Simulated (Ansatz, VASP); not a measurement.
Nb in VASP and in Ansatz

INCAR

```
  PREC = Accurate
  ENCUT = 520
  EDIFF = 1E-6
  ISMEAR = -1
  SIGMA = 0.03
  LREAL = False
  LASPH = True
  NELM = 100
  ALGO = Normal
  ISIF = 2
  LWAVE = False
  LCHARG = False
  GGA = CA
  NBANDS = 12
```

KPOINTS

```
Automatic mesh
0
Gamma
  13 13 13
```

POSCAR

```
Nb
1.0
    0.0423000000      2.1361500000      2.1361500000
    2.1361500000      0.0423000000      2.1361500000
    2.1361500000      2.1361500000      0.0423000000
Nb
1
Direct
    0.0000000000      0.0000000000      0.0000000000
```

Input for Ansatz:

```yaml
crystal:
  lattice:
    - [0.0423, 2.13615, 2.13615]
    - [2.13615, 0.0423, 2.13615]
    - [2.13615, 2.13615, 0.0423]
  atoms:
    - { symbol: Nb, position: [0.0, 0.0, 0.0] }
kpoints:
  mp_grid: { grid: [13, 13, 13] }
  band_path:
    path:
      - [0.0, 0.0, 0.0]
      - [0.5, 0.5, 0.5]
      - [0.2451701269, 0.5, 0.7548298731]
      - [-0.2451701269, 0.2451701269, 0.5]
      - [0.0, 0.0, 0.5]
      - [0.0, 0.0, 0.0]
      - [-0.3725850634, 0.0, 0.3725850634]
      - [0.0, 0.3725850634, 0.6274149366]
      - [0.0, 0.5, 0.5]
    npoints: 5
scf:
  occupations: { method: fermi_dirac, width: 0.03 }
hamiltonian:
  xc: lda
  pseudopotentials: { kind: all_electron, lapw: { basis_error: 0.0005 } }
output:
  forces: true
  stress: true
  eigenvalues: true
```

Change from the starting cell: equal xy, yz and zx shear strains of +2 %.

Alike in both runs: task single point; functional LDA; k mesh 13 × 13 × 13; occupations fermi-dirac, width 0.03 eV; no spin polarisation.

|  | VASP | Ansatz |
| --- | --- | --- |
| version | VASP 6.6.1 | Ansatz 0.2.0 |
| potentials or method | VASP PAW LDA potentials, release 64 (Nb_sv), cutoff 520 eV | all-electron LAPW, scalar-relativistic |

|  | VASP | Ansatz | Ansatz less VASP |
| --- | --- | --- | --- |
| pressure (GPa) | -10.5 | -10.3 | +0.18 |
| traceless stress, the component that is largest in VASP (GPa) | 0.97 | 0.96 | -0.002 |

LDA's correlation is that of Perdew and Zunger in VASP and of Perdew and Wang (1992) in Ansatz. Ansatz ran all-electron here, and VASP with PAW potentials.
